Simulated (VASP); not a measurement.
The system is Ti2BN3.

```
Ti B N
1.0
     4.90516    0.00000    0.00000
    -2.45258    4.24799    0.00000
     0.00000    0.00000    2.96308
Ti B N
2 1 3
Direct
  0.33333 0.66667 0.00000
  0.66667 0.33333 0.00000
  0.00000 0.00000 0.00000
  0.50000 0.00000 0.50000
  0.50000 0.50000 0.50000
  0.00000 0.50000 0.50000
```

- Program: VASP 6.6.1
- Task: relaxation of cell and atoms
- Functional: PBE
- Potentials or basis: VASP PAW PBE potentials, release 64 (Ti_sv, B, N)
- Cutoff: 600 eV
- k mesh: 12 × 12 × 12
- Occupations: gaussian, width 0.1 eV
- Spin: no spin polarisation

At the start: pressure 2.1 GPa; volume 10.29 Å³/atom.

Problem. How do energy, volume and symmetry change on relaxing?

Solution. Over 7 steps the energy falls by 163.8 meV/atom and the volume is 10.91 Å³/atom (+6.1 %); space group P6/mmm (No. 191, to 0.05 Å).

Step by step:
```tsv
step	energy change (eV)	largest force (eV/Å)	pressure (GPa)	volume (Å³)
1	0.0000	0.0000	2.06	61.74
2	-0.8982	0.0000	8.68	62.54
3	-0.9007	0.0000	9.48	62.57
4	-0.9026	0.0000	-7.63	68.70
5	-0.9822	0.0000	0.12	65.56
6	-0.9822	0.0000	0.29	65.50
7	-0.9827	0.0000	0.05	65.49
```

Final structure:
```yaml
crystal:
  lattice:
    - [5.27137, 0.00000, 0.00000]
    - [-2.63569, 4.56514, 0.00000]
    - [0.00000, 0.00000, 2.72127]
  atoms:
    - { symbol: Ti, position: [0.33333, 0.66667, 0.00000] }
    - { symbol: Ti, position: [0.66667, 0.33333, 0.00000] }
    - { symbol: B, position: [0.00000, 0.00000, 0.00000] }
    - { symbol: N, position: [0.50000, 0.00000, 0.50000] }
    - { symbol: N, position: [0.50000, 0.50000, 0.50000] }
    - { symbol: N, position: [0.00000, 0.50000, 0.50000] }
```
